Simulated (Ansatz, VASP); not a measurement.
Two plane-wave programs on Si

```
Si
1.0
     0.00000    2.83099    2.83099
     2.83099    0.00000    2.83099
     2.83099    2.83099    0.00000
Si
2
Cartesian
  2.8310 2.8310 2.8310
  4.2465 4.2465 4.2465
```

Change from the starting cell: strain +0.040 along x and y, +0.040 along z, atoms carried along.

Alike in both runs: task single point; functional r2SCAN; k mesh 8 × 8 × 8; occupations gaussian, width 0.05 eV; no spin polarisation.

```csv
,VASP,Ansatz
version,VASP 6.6.1,Ansatz 0.2.0
potentials or method,"VASP PAW PBE potentials, release 64 (Si), cutoff 520 eV","scalar-relativistic, plane waves, PAW"
valence electrons in the cell,8,8
```

VASP gave:

| Quantity | Value |
| --- | --- |
| gap on the k mesh at the Fermi level (eV) | 0.98 |
| least direct gap on the mesh (eV) | 2.51 |
| pressure (GPa) | -9.0 |

Problem. Which values does Ansatz return?

Solution. gap on the k mesh at the Fermi level (eV): 0.97; least direct gap on the mesh (eV): 2.50; pressure (GPa): -8.9.

VASP's potentials were made for PBE, not for r2SCAN.
